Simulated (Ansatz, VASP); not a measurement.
# One calculation of WSe2, two programs

```
W Se
1.0
     0.00000    3.09248    3.09248
     3.09248    0.00000    3.09248
     3.09248    3.09248    0.00000
W Se
1 2
Direct
  0.00000 0.00000 0.00000
  0.25000 0.25000 0.25000
  0.75000 0.75000 0.75000
```

Alike in both runs: task single point; functional PBEsol; k mesh 6 × 6 × 6; occupations fermi-dirac, width 0.2 eV; no spin polarisation.

```csv
,VASP,Ansatz
version,VASP 6.6.1,Ansatz 0.2.0
potentials or method,"VASP PAW PBE potentials, release 64 (W_sv, Se)",plane waves
plane-wave cutoff (eV),520,420
valence electrons in the cell,26,46
```

Ansatz gave:

```
pressure (GPa) : -3.0
```

Task: Estimate VASP's values.

Result: Pressure (GPa): -2.7.

VASP's potentials were made for PBE, not for PBEsol. VASP's potentials hold 26 valence electrons a cell and Ansatz's 46, so a difference there can come from the potentials and not from the codes.

Neither program's run includes spin-orbit coupling.
